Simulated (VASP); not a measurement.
Write the native input for VASP 6.6.1 that does the following.

```
Task                   : single point
Functional             : PBEsol
Potentials or basis    : VASP PAW PBE potentials, release 64 (Zn, S)
Cutoff                 : 520 eV
k mesh                 : 8 × 8 × 3
Occupations            : fermi-dirac, width 0.05 eV
Spin                   : no spin polarisation
Dipole correction      : no
Further INCAR settings : ALGO = Normal; EDIFF = 1e-07; NBANDS = 46
```

The structure of ZnS lies in POSCAR:

```
ZnS
1.0
    3.8976739363      0.0000000000      0.0000000000
   -1.9488369681      3.3754846444      0.0000000000
    0.0000000000      0.0000000000     12.7655525367
Zn S
4 4
Direct
    0.6666666667      0.3333333333      0.7500000000
    0.3333333333      0.6666666667      0.2500000000
    0.0000000000      0.0000000000      0.5000000000
    0.0000000000      0.0000000000      0.0000000000
    0.6666666667      0.3333333333      0.9375000000
    0.3333333333      0.6666666667      0.4375000000
    0.0000000000      0.0000000000      0.6875000000
    0.0000000000      0.0000000000      0.1875000000
```

The input as run:

INCAR

```
PREC = Accurate
ENCUT = 520
EDIFF = 1E-7
ISMEAR = -1
SIGMA = 0.05
LREAL = F
LASPH = T
NELM = 80
ALGO = Normal
ISIF = 2
LWAVE = F
LCHARG = F
GGA = PS
NBANDS = 46
```

KPOINTS

```
Automatic mesh
0
Gamma
  8 8 3
```

Potentials or basis: VASP PAW PBE potentials, release 64 (Zn, S).

Launch:

```bash
$ cat potpaw_PBE.64/Zn/POTCAR potpaw_PBE.64/S/POTCAR > POTCAR
$ mpirun -np 1 vasp_std > vasp.out
```

It gave:

```json
{
 "Pressure": "-5.6 GPa",
 "Largest force": "0.027 eV/Å",
 "Band gap on the k mesh": "1.75 eV"
}
```

Caveat: the cell stands under tension; the PAW data sets were made with another functional, which shifts forces and pressure a little.

It took 3.8 min on 1 thread of Intel(R) Xeon(R) Platinum 8259CL CPU @ 2.50GHz (Skylake/Cascade Lake), with other jobs on the host, peak memory 0.33 GiB.
